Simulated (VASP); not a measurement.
Runs of VASP 6.6.1 on SiNi3. The structure is that of space group Pm-3m (No. 221), or close to it. The cells are those of the table. 

```tsv
task	level	potentials or basis	spin	U	fixed moment (μB)	cell	k mesh	cutoff (eV)	smearing	dipole correction	grid for exact exchange (PRECFOCK)	share of exact exchange	tolerance level	purpose	gap on the mesh (eV)	pressure (GPa)	moment (μB)
single point	PBE	VASP PAW PBE potentials, release 64 (Ni_sv_GW, Si)	collinear, ferromagnetic start	-	0.8	a = 3.542 Å, 4 atoms	6 × 6 × 6	690	fermi-dirac 0.05 eV	no	-	-	-	-	-	(a)	0.80
single point	PBEsol-based global hybrid with 25 % exact exchange	VASP PAW PBE potentials, release 64 (Ni, Si)	collinear, ferromagnetic start	-	-	a = 3.542 Å, 4 atoms	4 × 4 × 4	520	fermi-dirac 0.05 eV	no	Normal	0.25	-	-	none	-19.5	0.00
single point	PBEsol	VASP PAW PBE potentials, release 64 (Ni_sv_GW, Si)	collinear, ferromagnetic start	-	2.2	a = 3.542 Å, 4 atoms	6 × 6 × 6	690	fermi-dirac 0.05 eV	no	-	-	-	-	-	-10.3	2.20
band structure	PBEsol+U	VASP PAW PBE potentials, release 64 (Ni, Si)	collinear, ferrimagnetic start	Ni d U = 3 eV	-	a = 3.542 Å, 4 atoms	12 × 12 × 12	540	gaussian 0.04 eV	-	-	-	standard	bands	-	-20.1	0.12
single point	revPBE	VASP PAW PBE potentials, release 64 (Ni_sv_GW, Si)	collinear, ferromagnetic start	-	-	a = 3.526 Å, 4 atoms	8 × 8 × 8	690	fermi-dirac 0.05 eV	no	-	-	-	-	none	(b)	0.00
```

Task: Estimate the missing entries.

Result: (a) -6.1; (b) -0.8.

Caveats: some runs use coarse meshes; the PAW data sets were made with another functional, which shifts forces and pressure a little (at least some runs); the cell stands under tension (at least some runs); the moments typed at the start vanished in this run (at least some runs); the total moment is fixed, so each spin has its own Fermi level and the state may be an excited one (at least some runs); the U is typed as a test and isn't derived for this compound (at least some runs).

A gap of «none» marks levels without a gap at the run's occupations.

The runs don't all hold the same shells in valence.
